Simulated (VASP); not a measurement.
KF:

```
K F
1.0
     3.17887    0.00000    0.00000
     0.00000    3.17887    0.00000
     0.00000    0.00000    3.17887
K F
1 1
Direct
  0.00000 0.00000 0.00000
  0.50000 0.50000 0.50000
```

Program: VASP 6.6.1. Alike in all runs: task single point; no spin polarisation; cell as given; cutoff (eV) 520; smearing gaussian 0.01 eV.

Problem. Order these runs on this cell by their pressure, lowest first.
A. level PBE; potentials or basis VASP PAW PBE potentials, release 64 (K_sv, F); k mesh 4 × 4 × 4
B. level r2SCAN; potentials or basis VASP PAW PBE potentials, release 64 (K_sv, F); k mesh 6 × 6 × 6
C. level LDA; potentials or basis VASP PAW LDA potentials, release 64 (K_sv, F); k mesh 4 × 4 × 4

Solution. C (-3.6 GPa), B (0.0 GPa), A (3.0 GPa).

Caveats: some runs use coarse meshes; the PAW data sets were made with another functional, which shifts forces and pressure a little (some runs).
